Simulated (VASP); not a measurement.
# CuI (F-43m) in VASP: a series of runs, part 2 of 2

VASP 6.6.1. Earlier steps stand in the parts before.

**4. Relaxation of cell and atoms, RPBE**

This run uses another cell than the first one, of 27.86 Å³/atom.

Input file INCAR:

```
SYSTEM = CuI
PREC     = Accurate       ! precision mode
ENCUT    = 600            ! plane-wave cutoff, eV
EDIFF    = 1E-7           ! SCF threshold, eV
ISMEAR   = -1             ! smearing method
SIGMA    = 0.05           ! smearing width, eV
LREAL    = .False.        ! projectors in reciprocal space
LASPH    = .True.         ! aspherical terms in the spheres
NELM     = 80             ! most SCF steps
ALGO     = Normal         ! electronic algorithm
ISIF     = 3              ! what is computed and relaxed
LWAVE    = .False.        ! write WAVECAR
LCHARG   = .False.        ! write CHGCAR
GGA      = RP             ! functional
IBRION   = 2              ! ionic algorithm
NSW      = 80             ! ionic steps
EDIFFG   = -0.005         ! ionic threshold
```

Input file KPOINTS:

```
regular mesh
0
Gamma
  8 8 8
  0 0 0
```

Input file POSCAR:

```
CuI
1.0
    0.0000000000      3.0315000000      3.0315000000
    3.0315000000      0.0000000000      3.0315000000
    3.0315000000      3.0315000000      0.0000000000
I Cu
1 1
Direct
    0.0000000000      0.0000000000      0.0000000000
    0.7500000000      0.7500000000      0.7500000000
```

The run is started by

```bash
$ cat potpaw_PBE.64/I/POTCAR potpaw_PBE.64/Cu/POTCAR > POTCAR
$ mpirun -np 1 vasp_std > vasp.out
```

Run time: 2.5 min. Hardware: 1 thread of Intel Xeon 8259CL, shared host; peak memory 0.22 GiB.

Results (log left out):

```
Free energy                           : -4.8632 eV
Relaxed volume                        : 29.75 Å³/atom
Relaxed cell                          : a = 4.382 Å, b = 4.382 Å, c = 4.382 Å, α = 60.00°, β = 60.00°, γ = 60.00°
Space group after relaxing (to 0.1 Å) : F-43m (No. 216)
Energy gained by relaxing             : 13.1 meV/atom
Ionic steps                           : 3
Pressure after relaxing               : 0.0 GPa
Band gap on the k mesh                : 1.12 eV
```

Step by step:
```tsv
step	energy change (eV)	largest force (eV/Å)	pressure (GPa)	volume (Å³)
1	0.0000	0.0000	2.40	55.72
2	-0.0260	0.0000	0.17	59.15
3	-0.0262	0.0000	0.00	59.49
```

Final structure:
```
CELL_PARAMETERS angstrom
0.00000 3.09841 3.09841
3.09841 0.00000 3.09841
3.09841 3.09841 0.00000
ATOMIC_POSITIONS crystal
I 0.00000 0.00000 0.00000
Cu 0.75000 0.75000 0.75000
```

Levels at points of the mesh, in eV from the valence-band top:
```tsv
k point	band 6	band 7	band 8	band 9	band 10	band 11	band 12	band 13
(0.00, 0.00, 0.00)	-1.57	0.00	0.00	0.00	1.12	4.96	4.96	4.96
(0.50, 0.00, 0.00)	-1.55	-1.50	-0.60	-0.60	2.19	5.48	5.48	7.45
(0.50, 0.50, 0.00)	-1.52	-1.49	-1.26	-1.26	2.97	2.99	8.92	9.47
```

Caveat: the PAW data sets were made with another functional, which shifts forces and pressure a little; spin-orbit coupling is left out, which moves the levels of the heavy elements.

**5. Single point, PBE**

This run uses another cell than the first one, of 27.86 Å³/atom.

Input file INCAR:

```
  PREC = Accurate
  ENCUT = 520
  EDIFF = 1E-6
  ISMEAR = -1
  SIGMA = 0.04
  LREAL = F
  LASPH = T
  NELM = 80
  ALGO = Normal
  ISIF = 2
  LWAVE = F
  LCHARG = T
  GGA = PE
  LELF = T
  LVHAR = T
  NBANDS = 16
```

Input file KPOINTS:

```
regular mesh
0
Gamma
  3 3 3
```

POSCAR is that of step 4.

The run is started by

```bash
$ cat potpaw_PBE.64/I/POTCAR potpaw_PBE.64/Cu/POTCAR > POTCAR
$ mpirun -np 1 vasp_std > vasp.out
```

It took 3.9 s on 1 thread of Intel Xeon 6975P-C (Granite Rapids), shared host; peak memory 0.16 GiB.

It converged, with:

- Free energy: -5.4053 eV
- Pressure: 1.3 GPa
- Band gap on the k mesh: 1.14 eV

Levels at points of the mesh, in eV from the valence-band top:
```tsv
k point	band 5	band 6	band 7	band 8	band 9	band 10	band 11	band 12	band 13	band 14
(0.00, 0.00, 0.00)	-1.88	-1.88	0.00	0.00	0.00	1.14	4.86	4.86	4.86	8.19
```

Caveat: the k points lie up to 0.60 Å⁻¹ apart; spin-orbit coupling is left out, which moves the levels of the heavy elements. As with any semilocal functional, this PBE gap is likely too small.

**6. Single point, PBE**

This run uses another cell than the first one, of 27.86 Å³/atom.

Input file INCAR:

```
SYSTEM = CuI
PREC     = Accurate       ! precision mode
ENCUT    = 520            ! plane-wave cutoff, eV
EDIFF    = 1E-6           ! SCF threshold, eV
ISMEAR   = -1             ! smearing method
SIGMA    = 0.06           ! smearing width, eV
LREAL    = .False.        ! projectors in reciprocal space
LASPH    = .True.         ! aspherical terms in the spheres
NELM     = 100            ! most SCF steps
ALGO     = Normal         ! electronic algorithm
ISIF     = 2              ! what is computed and relaxed
LWAVE    = .False.        ! write WAVECAR
LCHARG   = .False.        ! write CHGCAR
GGA      = PE             ! functional
NBANDS   = 16             ! bands
```

Input file KPOINTS:

```
regular mesh
0
Gamma
  6 6 6
  0 0 0
```

POSCAR is that of step 5.

Potentials or basis: VASP PAW PBE potentials, release 64 (I, Cu).

The run is started by

```bash
$ cat potpaw_PBE.64/I/POTCAR potpaw_PBE.64/Cu/POTCAR > POTCAR
$ mpirun -np 1 vasp_std > vasp.out
```

Wall time 6.6 s (1 thread of Intel Xeon 6975P-C (Granite Rapids), shared host); peak memory 0.17 GiB.

The run converged. Its results:

```
Free energy            : -5.5598 eV
Pressure               : 0.3 GPa
Band gap on the k mesh : 1.14 eV
```

Levels at points of the mesh, in eV from the valence-band top:
```csv
k point,band 7,band 8,band 9,band 10,band 11,band 12
"(0.00, 0.00, 0.00)",0.00,0.00,0.00,1.14,4.87,4.87
"(0.50, 0.00, 0.00)",-1.78,-0.71,-0.71,2.16,5.41,5.41
"(0.50, 0.50, 0.00)",-1.76,-1.50,-1.50,2.72,2.91,9.19
```

Caveat: spin-orbit coupling is left out, which moves the levels of the heavy elements. Expect the measured gap to be larger: semilocal functionals such as PBE lack the derivative discontinuity.

**7. Summary**

| task | level | cell | k mesh | cutoff (eV) | smearing | gap on the mesh (eV) | pressure (GPa) | relaxed volume (Å³/atom) |
| --- | --- | --- | --- | --- | --- | --- | --- | --- |
| single point | RPBE | a = 4.379 Å, angles 60.0°, 2 atoms | 8 × 8 × 8 | 520 | fermi-dirac 0.05 eV | 1.12 | 0.0 | - |
| relaxation of cell and atoms | BLYP+D3(BJ) | relaxed from a = 4.287 Å, angles 60.0°, 2 atoms | 8 × 8 × 8 | 600 | fermi-dirac 0.05 eV | 1.34 | 0.0 | 26.79 |
| relaxation of cell and atoms | RPBE | relaxed from a = 4.287 Å, angles 60.0°, 2 atoms | 8 × 8 × 8 | 600 | fermi-dirac 0.05 eV | 1.12 | 0.0 | 29.75 |
| single point | PBE | a = 4.287 Å, angles 60.0°, 2 atoms | 3 × 3 × 3 | 520 | fermi-dirac 0.04 eV | 1.14 | 1.3 | - |
| single point | PBE | a = 4.287 Å, angles 60.0°, 2 atoms | 6 × 6 × 6 | 520 | fermi-dirac 0.06 eV | 1.14 | 0.3 | - |

Alike in all rows: potentials or basis VASP PAW PBE potentials, release 64 (I, Cu); no spin polarisation.

Caveats: some runs use coarse meshes; spin-orbit coupling is left out, which moves the levels of the heavy elements; the PAW data sets were made with another functional, which shifts forces and pressure a little (at least some runs).

Absolute energies hang on the potentials; compare differences alone.
